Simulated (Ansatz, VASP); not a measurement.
**Two plane-wave programs on TiAl**

```
CELL_PARAMETERS angstrom
3.17906 0.00000 0.00000
0.00000 3.17906 0.00000
0.00000 0.00000 3.43339
ATOMIC_POSITIONS crystal
Ti 0.00000 0.00000 0.00000
Al 0.50000 0.50000 0.50000
```

Change from the starting cell: strain +0.000 along x and y, +0.080 along z, atoms carried along.

Alike in both runs: task single point; functional PBEsol; k mesh 16 × 16 × 16; occupations gaussian, width 0.15 eV; no spin polarisation.

|  | VASP | Ansatz |
| --- | --- | --- |
| version | VASP 6.6.1 | Ansatz 0.2.0 |
| potentials or method | VASP PAW PBE potentials, release 64 (Ti_sv, Al), cutoff 520 eV | scalar-relativistic, plane waves, PAW |
| valence electrons in the cell | 15 | 15 |

|  | VASP | Ansatz | Ansatz less VASP |
| --- | --- | --- | --- |
| gap on the k mesh at the Fermi level (eV) | none | none | - |
| pressure (GPa) | -9.5 | -9.5 | -0.05 |
| traceless stress, the component that is largest in VASP (GPa) | 3.64 | 3.64 | +0.007 |

VASP's potentials were made for PBE, not for PBEsol. A gap of «none» marks a metal or a gap that the smearing closes.
